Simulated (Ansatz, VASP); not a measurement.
**One calculation of Ag, two programs**

Contents of POSCAR:

```
Ag
1.0
    0.0000000000      2.0562785400      2.0562785400
    2.0562785400      0.0000000000      2.0562785400
    2.0562785400      2.0562785400      0.0000000000
Ag
1
Direct
    0.0000000000      0.0000000000      0.0000000000
```

Contents of INCAR.step1:

```
SYSTEM = Ag
ALGO = Normal
EDIFF = 1E-5
ENCUT = 520
GGA = PE
ISIF = 2
ISMEAR = -1
LASPH = .TRUE.
LCHARG = .FALSE.
LREAL = .FALSE.
LWAVE = .TRUE.
NBANDS = 12
NELM = 80
PREC = Accurate
SIGMA = 0.05
```

File INCAR.step2:

```
SYSTEM = Ag
AEXX = 0.25
ALGO = Normal
EDIFF = 1E-7
ENCUT = 520
ISIF = 2
ISMEAR = -1
ISTART = 1
LASPH = .TRUE.
LCHARG = .FALSE.
LHFCALC = .TRUE.
LMIXTAU = .TRUE.
LREAL = .FALSE.
LWAVE = .FALSE.
METAGGA = R2SCAN
NBANDS = 12
NELM = 80
PREC = Accurate
PRECFOCK = Normal
SIGMA = 0.05
```

The input KPOINTS:

```
k-points
0
G
  6 6 6
  0 0 0
```

Contents of input.yaml:

```yaml
crystal:
  lattice:
    - [0.0, 2.05627854, 2.05627854]
    - [2.05627854, 0.0, 2.05627854]
    - [2.05627854, 2.05627854, 0.0]
  atoms:
    - { symbol: Ag, position: [0.0, 0.0, 0.0] }
hamiltonian:
  xc: r2scan0
  pseudopotentials: { kind: paw }
kpoints:
  mp_grid: { grid: [6, 6, 6] }
scf:
  occupations: { method: fermi_dirac, width: 0.05 }
output:
  forces: true
  stress: true
  eigenvalues: true
```

Alike in both runs: task single point; functional r2SCAN0; k mesh 6 × 6 × 6; occupations fermi-dirac, width 0.05 eV; no spin polarisation.

|  | VASP | Ansatz |
| --- | --- | --- |
| version | VASP 6.6.1 | Ansatz 0.2.0 |
| potentials or method | VASP PAW PBE potentials, release 64 (Ag) | Ansatz PAW |
| plane-wave cutoff (eV) | 520 | 500 |
| valence electrons in the cell | 11 | 19 |

```tsv
	VASP	Ansatz	Ansatz less VASP
gap on the k mesh at the Fermi level (eV)	none	none	-
pressure (GPa)	2.1	2.1	-0.04
```

VASP's potentials were made for PBE, not for r2SCAN0. A gap of «none» marks a metal or a gap that the smearing closes. VASP's potentials hold 11 valence electrons a cell and Ansatz's 19, so a difference there can come from the potentials and not from the codes.

The k mesh is coarse, so the values compare programs but aren't converged.
